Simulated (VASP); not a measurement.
The system is ZrF.

```
CELL_PARAMETERS angstrom
2.56975 -1.87784 0.00000
2.56975 1.87784 0.00000
-0.93275 0.00000 5.55008
ATOMIC_POSITIONS crystal
Zr 0.00000 0.50000 0.00000
Zr 0.50000 0.00000 0.50000
F 0.58160 0.41840 0.25000
F 0.41840 0.58160 0.75000
```

* Program: VASP 6.6.1
* Task: relaxation of cell and atoms
* Functional: PBE
* Potentials or basis: VASP PAW PBE potentials, release 64 (Zr_sv, F)
* Cutoff: 600 eV
* k mesh: 6 × 6 × 4
* Occupations: gaussian, width 0.1 eV
* Spin: no spin polarisation

At the start: pressure 27.4 GPa; volume 13.39 Å³/atom.

Problem. How do energy, volume and symmetry change on relaxing?

Solution. Over 31 steps the energy falls by 455.4 meV/atom and the volume is 16.22 Å³/atom (+21.1 %); space group Cccm (No. 66, to 0.05 Å).

Step by step:
| step | energy change (eV) | largest force (eV/Å) | pressure (GPa) | volume (Å³) |
| --- | --- | --- | --- | --- |
| 1 | 0.0000 | 0.1304 | 27.35 | 53.56 |
| 2 | -0.3633 | 0.5616 | -11.10 | 73.31 |
| 3 | -0.7407 | 0.3488 | -0.09 | 63.82 |
| 4 | -0.7407 | 0.3417 | 0.27 | 63.61 |
| 5 | -0.7819 | 0.3558 | 0.24 | 63.96 |
| 6 | -0.8850 | 0.3712 | 0.21 | 64.91 |
| 7 | -1.0550 | 0.4317 | -0.31 | 66.25 |
| 8 | -0.9917 | 0.1878 | -6.86 | 66.90 |
| 9 | -1.1236 | 0.3002 | -0.98 | 66.59 |
| 10 | -1.1582 | 0.0199 | -3.90 | 66.97 |
| 11 | -1.1588 | 0.2095 | -1.95 | 66.81 |
| 12 | -1.1884 | 0.1934 | -2.28 | 66.82 |
| 13 | -1.2670 | 0.1122 | -3.35 | 66.81 |
| 14 | -1.2874 | 0.1256 | -5.84 | 66.51 |
| 15 | -1.3042 | 0.0007 | -4.41 | 66.72 |
| 16 | -1.3855 | 0.0069 | -2.88 | 65.77 |
| 17 | -1.5142 | 0.0179 | 1.43 | 63.40 |
| 18 | -1.3214 | 0.0051 | 14.02 | 58.44 |
| 19 | -1.5321 | 0.0204 | 3.71 | 62.32 |
| 20 | -1.6117 | 0.0228 | 2.08 | 62.99 |
| 21 | -1.7276 | 0.1061 | -1.97 | 64.83 |
| 22 | -1.7306 | 0.1136 | -2.60 | 65.14 |
| 23 | -1.7917 | 0.0393 | 0.34 | 64.18 |
| 24 | -1.8023 | 0.0052 | 2.08 | 63.58 |
| 25 | -1.8179 | 0.0674 | -0.03 | 64.67 |
| 26 | -1.8184 | 0.0806 | -0.52 | 64.94 |
| 27 | -1.8204 | 0.0726 | -0.01 | 64.77 |
| 28 | -1.8205 | 0.0699 | 0.16 | 64.71 |
| 29 | -1.8210 | 0.0463 | 0.02 | 64.80 |
| 30 | -1.8212 | 0.0086 | -0.28 | 64.95 |
| 31 | -1.8215 | 0.0001 | -0.15 | 64.89 |

Final structure:
```
Zr F
1.0
     2.84322   -2.43784    0.24780
     2.84322    2.43784    0.24780
    -0.41425    0.00000    4.64468
Zr F
2 2
Direct
  0.00000 0.50000 0.00000
  0.50000 0.00000 0.50000
  0.50038 0.49962 0.25000
  0.49962 0.50038 0.75000
```

Caveat: the volume moved by over 15 % at a fixed basis, so the end points are rough.
